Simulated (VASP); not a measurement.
# Ti (P6/mmm) in VASP: a series of runs

Ti is run at these levels: PBEsol; tasks: single point.

Everything below comes from runs of VASP 6.6.1. Logs are shortened: lines on timing, memory, paths and dates and some standing lists are left out, and cuts for length are marked.

**1. The cell of the first run**

The structure is hexagonal, space group P6/mmm (No. 191). Conventional cell: a = 4.407 Å, b = 4.407 Å, c = 2.686 Å, α = 90.00°, β = 90.00°, γ = 120.00°. Ti (site symmetry 6/mmm) has 14 Ti at 2.69 to 2.88 Å within 3.5 Å. Ti (site symmetry -6m2) has 11 Ti at 2.54 to 2.88 Å within 3.4 Å.

This isn't the form of Ti at room conditions, which is hcp.

**2. Single point, PBEsol**

INCAR

```
  PREC = Accurate
  ENCUT = 520
  EDIFF = 1E-6
  ISMEAR = 0
  SIGMA = 0.15
  LREAL = F
  LASPH = T
  NELM = 100
  ALGO = Fast
  ISIF = 2
  LWAVE = F
  LCHARG = F
  GGA = PS
  NBANDS = 25
```

KPOINTS

```
Automatic mesh
0
Gamma
  12 12 14
```

POSCAR

```
Ti
1.0
    4.4066000000      0.0000000000      0.0000000000
   -2.2033000000      3.8162275443      0.0000000000
    0.0000000000      0.0000000000      2.6864000000
Ti
3
Direct
    0.0000000000      0.0000000000      0.0000000000
    0.3333333333      0.6666666667      0.5000000000
    0.6666666667      0.3333333333      0.5000000000
```

Potentials or basis: VASP PAW PBE potentials, release 64 (Ti_sv).

Launch:

```
> cat potpaw_PBE.64/Ti_sv/POTCAR > POTCAR
> mpirun -np 1 vasp_std > vasp.out
```

OUTCAR:

```text
PREC = Accurate
   ENCUT = 520
   EDIFF = 1E-6
   ISMEAR = 0
   LREAL = F
   LASPH = T
   NELM = 100
   ISIF = 2
   GGA = PS

 ion  position               nearest neighbor table
   1  0.000  0.000  0.000-   2 2.88   3 2.88   2 2.88   3 2.88   2 2.88   2 2.88   3 2.88   3 2.88
                             3 2.88   3 2.88   2 2.88   2 2.88
   2  0.333  0.667  0.500-   3 2.54   3 2.54   3 2.54   1 2.88   1 2.88   1 2.88   1 2.88   1 2.88
                             1 2.88
   3  0.667  0.333  0.500-   2 2.54   2 2.54   2 2.54   1 2.88   1 2.88   1 2.88   1 2.88   1 2.88
                             1 2.88

  LATTYP: Found a hexagonal cell.
 ALAT       =     4.4066000000
 C/A-ratio  =     0.6096310080

  Lattice vectors:

 A1 = (   4.4066000000,   0.0000000000,   0.0000000000)
 A2 = (  -2.2033000000,   3.8162275443,   0.0000000000)
 A3 = (   0.0000000000,   0.0000000000,   2.6864000000)

Analysis of symmetry for initial positions (statically):
=====================================================================
 Subroutine PRICEL returns:
 Original cell was already a primitive cell.

 Routine SETGRP: Setting up the symmetry group for a
 hexagonal supercell.

 Subroutine GETGRP returns: Found 24 space group operations
 (whereof 24 operations were pure point group operations)
 out of a pool of 24 trial point group operations.

The static configuration has the point symmetry D_6h.

Analysis of symmetry for dynamics (positions and initial velocities):
=====================================================================
 Subroutine PRICEL returns:
 Original cell was already a primitive cell.

 Routine SETGRP: Setting up the symmetry group for a
 hexagonal supercell.

 Subroutine GETGRP returns: Found 24 space group operations
 (whereof 24 operations were pure point group operations)
 out of a pool of 24 trial point group operations.

The dynamic configuration has the point symmetry D_6h.

 Subroutine INISYM returns: Found 24 space group operations
 (whereof 24 operations are pure point group operations),
 and found     1 'primitive' translations

----------------------------------------------------------------------------------------

                                     Primitive cell

  volume of cell :      45.1761

  direct lattice vectors                    reciprocal lattice vectors
     4.406600000  0.000000000  0.000000000     0.226932329  0.131019441  0.000000000
    -2.203300000  3.816227544  0.000000000     0.000000000  0.262038882  0.000000000
     0.000000000  0.000000000  2.686400000     0.000000000  0.000000000  0.372245384

  length of vectors
     4.406600000  4.406600000  2.686400000     0.262038882  0.262038882  0.372245384

  position of ions in fractional coordinates (direct lattice)
     0.000000000  0.000000000  0.000000000
     0.333333333  0.666666667  0.500000000
     0.666666667  0.333333333  0.500000000

  ion indices of the primitive-cell ions
   primitive index   ion index
                 1           1
                 2           2
                 3           3

----------------------------------------------------------------------------------------

 KPOINTS: Automatic mesh

Automatic generation of k-mesh.
 Grid dimensions read from file:
 generate k-points for:   12   12   14

 Generating k-lattice:

  Cartesian coordinates                     Fractional coordinates (reciprocal lattice)
     0.018911027  0.010918287  0.000000000     0.083333333  0.000000000  0.000000000
     0.000000000  0.021836574  0.000000000     0.000000000  0.083333333  0.000000000
     0.000000000  0.000000000  0.026588956     0.000000000  0.000000000  0.071428571

  Length of vectors
     0.021836574  0.021836574  0.026588956

  Shift w.r.t. Gamma in fractional coordinates (k-lattice)
     0.000000000  0.000000000  0.000000000

 Subroutine IBZKPT returns following result:
 ===========================================

 Found    152 irreducible k-points:

 Following reciprocal coordinates:
            Coordinates               Weight
  0.000000  0.000000  0.000000      1.000000
  0.083333  0.000000  0.000000      6.000000
  0.166667  0.000000  0.000000      6.000000
  0.250000 -0.000000  0.000000      6.000000
  0.333333  0.000000  0.000000      6.000000
  0.416667  0.000000  0.000000      6.000000
[... 16 lines left out ...]
  0.250000 -0.000000  0.071429     12.000000
  0.333333  0.000000  0.071429     12.000000
 [... further k-points ...]
   k-points           NKPTS =    152   k-points in BZ     NKDIM =    152   number of bands    NBANDS=     25
   number of dos      NEDOS =    301   number of ions     NIONS =      3
   total plane-waves  NPLWV =  25920
   dimension x,y,z NGX =    36 NGY =   36 NGZ =   20
   dimension x,y,z NGXF=    72 NGYF=   72 NGZF=   40
   ions per type =               3
   NGX,Y,Z   is equivalent  to a cutoff of  13.58, 13.58, 12.38 a.u.
   NGXF,Y,Z  is equivalent  to a cutoff of  27.16, 27.16, 24.75 a.u.
 SYSTEM =  unknown system
   PREC   = accura    normal or accurate (medium, high low for compatibility)
   ISTART =      0    job   : 0-new  1-cont  2-samecut
   ICHARG =      2    charge: 1-file 2-atom 10-const
   ISPIN  =      1    spin polarized calculation?
   LNONCOLLINEAR =      F non collinear calculations
   LSORBIT =      F    spin-orbit coupling
   LASPH  =      T    aspherical Exc in radial PAW
   ENCUT  =  520.0 eV  38.22 Ry    6.18 a.u.   8.19  8.19  4.99*2*pi/ulx,y,z
   NELM   =    100;   NELMIN=  2; NELMDL= -5     # of ELM steps
   EDIFF  = 0.1E-05   stopping-criterion for ELM
   LREAL  =      F    real-space projection
   EDIFFG = 0.1E-04   stopping-criterion for IOM
   NSW    =      0    number of steps for IOM
   IBRION =     -1    ionic relax: 0-MD 1-quasi-New 2-CG
   NFREE  =      0    steps in history (QN), initial steepest desc. (CG)
   ISIF   =      2    stress and relaxation
   ISYM   =      2    0-nonsym 1-usesym 2-fastsym
   POTIM  = 0.5000    time-step for ionic-motion
   TEBEG  =    0.0;   TEEND  =   0.0 temperature during run
   PSTRESS=    0.0 pullay stress
   NELECT =      36.0000    total number of electrons
   NUPDOWN=      -1.0000    fix difference up-down
   EMIN   =  10.00;   EMAX   =-10.00  energy-range for DOS
   EFERMI =   0.00;   METHOD = LEGACY
   ISMEAR =     0;   SIGMA  =   0.15  broadening in eV -4-tet -1-fermi 0-gaus
   EFERMI_NEDOS =   21; number of points for ismear=-14 and -15
   IALGO  =     68    algorithm
   IMIX   =      4    mixing-type and parameters
     AMIX     =   0.40;   BMIX     =  1.00
     AMIX_MAG =   1.60;   BMIX_MAG =  1.00
  volume/ion in A,a.u.               =      15.06       101.62
  Fermi-wavevector in a.u.,A,eV,Ry     =   1.517771  2.868171 31.342757  2.303628
  Thomas-Fermi vector in A             =   2.626981
   LORBIT       =      0    0 simple, 1 ext, 2 COOP (PROOUT), +10 PAW based schemes
   GGA     = PS    functional components
   LHFCALC =     F    Hartree Fock is set to
   AEXX    =    0.0000 exact exchange contribution
   IVDW    =     0    specifies the selected vdW correction
   LEPSILON=     F    determine dielectric tensor
   LRPA    =     F    only Hartree local field effects (RPA)
 non-spin polarized calculation
 RMM-DIIS sequential band-by-band and
 Gauss-broadening in eV      SIGMA  =   0.15
  energy-cutoff  :      520.00
  volume of cell :       45.18
 maximum number of plane-waves:      1242
 NGX is ok and might be reduce to    36
   NGX = 17   NGY = 17   NGZ =  9

 number of electron      35.9999996 magnetization

 Free energy of the ion-electron system (eV)
  ---------------------------------------------------
  ext. energy  EPLUGINS =         0.00000000
  ---------------------------------------------------
  free energy    TOTEN  =       -24.91634680 eV

  energy without entropy =      -24.88483189  energy(sigma->0) =      -24.90058935

 E-fermi :   9.6487     XC(G=0): -12.3361

 val. band max:        9.6453308350   @ k =   0.4167   0.1667   0.2857
 cond. band min:       9.6522509128   @ k =   0.4167   0.1667   0.3571
 fundamental gap:      0.0069200778
 Fermi energy:         9.6486691425

 k-point     1 :       0.0000    0.0000    0.0000
  band No.  band energies     occupation
      1     -46.7333      2.00000
      2     -46.4780      2.00000
      3     -46.2536      2.00000
      4     -23.1921      2.00000
      5     -23.1921      2.00000
      6     -23.1793      2.00000
[... 17 lines left out ...]
     24      11.8789      0.00000
     25      11.9262      0.00000

 k-point     2 :       0.0833    0.0000    0.0000
  band No.  band energies     occupation
      1     -46.7302      2.00000
      2     -46.4771      2.00000
      3     -46.2578      2.00000
      4     -23.2723      2.00000
      5     -23.2614      2.00000
      6     -23.0969      2.00000
[... 17 lines left out ...]
     24      11.6445      0.00000
     25      12.1935      0.00000

 k-point     3 :       0.1667    0.0000    0.0000
  band No.  band energies     occupation
      1     -46.7217      2.00000
      2     -46.4741      2.00000
      3     -46.2702      2.00000
      4     -23.3512      2.00000
      5     -23.3035      2.00000
      6     -23.0120      2.00000
[... 17 lines left out ...]
     24      11.5037      0.00000
     25      12.4687      0.00000

 k-point     4 :       0.2500   -0.0000    0.0000
  band No.  band energies     occupation
      1     -46.7100      2.00000
      2     -46.4677      2.00000
      3     -46.2891      2.00000
      4     -23.4179      2.00000
      5     -23.3058      2.00000
      6     -22.9362      2.00000
[... 17 lines left out ...]
     24      11.6791      0.00000
     25      12.8701      0.00000

 k-point     5 :       0.3333    0.0000    0.0000
  band No.  band energies     occupation
      1     -46.6984      2.00000
      2     -46.4573      2.00000
      3     -46.3120      2.00000
      4     -23.4686      2.00000
      5     -23.2677      2.00000
      6     -22.8844      2.00000
[... 17 lines left out ...]
     24      12.0551      0.00000
     25      12.8255      0.00000

 k-point     6 :       0.4167    0.0000    0.0000
  band No.  band energies     occupation
      1     -46.6901      2.00000
      2     -46.4450      2.00000
      3     -46.3333      2.00000
      4     -23.5002      2.00000
      5     -23.1974      2.00000
      6     -22.9447      2.00000
[... 17 lines left out ...]
     24      12.4058      0.00000
     25      12.4780      0.00000
[... 393 lines left out ...]
 k-point    21 :       0.0833    0.0000    0.0714
  band No.  band energies     occupation
      1     -46.7234      2.00000
      2     -46.4739      2.00000
      3     -46.2531      2.00000
      4     -23.2636      2.00000
      5     -23.2530      2.00000
      6     -23.0920      2.00000
[... 17 lines left out ...]
     24      11.6351      0.00000
     25      12.2368      0.00000

 k-point    22 :       0.1667    0.0000    0.0714
  band No.  band energies     occupation
      1     -46.7152      2.00000
      2     -46.4705      2.00000
      3     -46.2654      2.00000
      4     -23.3410      2.00000
      5     -23.2946      2.00000
      6     -23.0091      2.00000
[... 17 lines left out ...]
     24      11.4943      0.00000
     25      12.5566      0.00000

 k-point    23 :       0.2500   -0.0000    0.0714
  band No.  band energies     occupation
      1     -46.7039      2.00000
      2     -46.4637      2.00000
      3     -46.2843      2.00000
      4     -23.4067      2.00000
      5     -23.2977      2.00000
      6     -22.9356      2.00000
[... 17 lines left out ...]
     24      11.6622      0.00000
     25      12.8499      0.00000

 k-point    24 :       0.3333    0.0000    0.0714
  band No.  band energies     occupation
      1     -46.6928      2.00000
      2     -46.4529      2.00000
      3     -46.3072      2.00000
      4     -23.4565      2.00000
      5     -23.2615      2.00000
      6     -22.8898      2.00000
[... 17 lines left out ...]
     24      12.0333      0.00000
     25      12.7806      0.00000

 [... further k-points ...]
[... 5 lines left out ...]
  --------------------------------------------------------------------------------------
  -------------------------------------------------------------------------------------
  Total        2.9427219      2.9427219      4.2686995      0.0000000      0.0000000     -0.0000000
  in kB      104.3641239    104.3641239    151.3901425      0.0000000      0.0000000     -0.0000000
  external PRESSURE =     120.0394634 kB  Pullay stress =       0.0000000 kB

 VOLUME and BASIS-vectors are now :
 -----------------------------------------------------------------------------
  energy-cutoff  :      520.00
  volume of cell :       45.18
      direct lattice vectors                 reciprocal lattice vectors
     4.406600000  0.000000000  0.000000000     0.226932329  0.131019441  0.000000000
    -2.203300000  3.816227544  0.000000000     0.000000000  0.262038882  0.000000000
     0.000000000  0.000000000  2.686400000     0.000000000  0.000000000  0.372245384

 POSITION                                       TOTAL-FORCE (eV/Angst)
 -----------------------------------------------------------------------------------
      0.00000      0.00000      0.00000         0.000000      0.000000     -0.000000
     -0.00000      2.54415      1.34320         0.000000      0.000000      0.000000
      2.20330      1.27208      1.34320        -0.000000     -0.000000     -0.000000
 -----------------------------------------------------------------------------------
    total drift:                                0.000000      0.000000     -0.000000

  FREE ENERGIE OF THE ION-ELECTRON SYSTEM (eV)
  ---------------------------------------------------
  free  energy   TOTEN  =       -24.9163468044 eV

  energy  without entropy=      -24.8848318910  energy(sigma->0) =      -24.90058935
```

Wall time 11 min (1 thread of Intel Xeon Platinum 8259CL at 2.50GHz (Skylake/Cascade Lake), shared host); peak memory 0.26 GiB.

Results:

| Quantity | Value |
| --- | --- |
| Free energy | -24.9163 eV |
| Pressure | 12.0 GPa |
| Band gap on the k mesh | zero (bands 18 and 19 overlap by 0.31 eV) |

Caveat: the cell stands under pressure; the PAW data sets were made with another functional, which shifts forces and pressure a little.

[end of part 1 of 3]
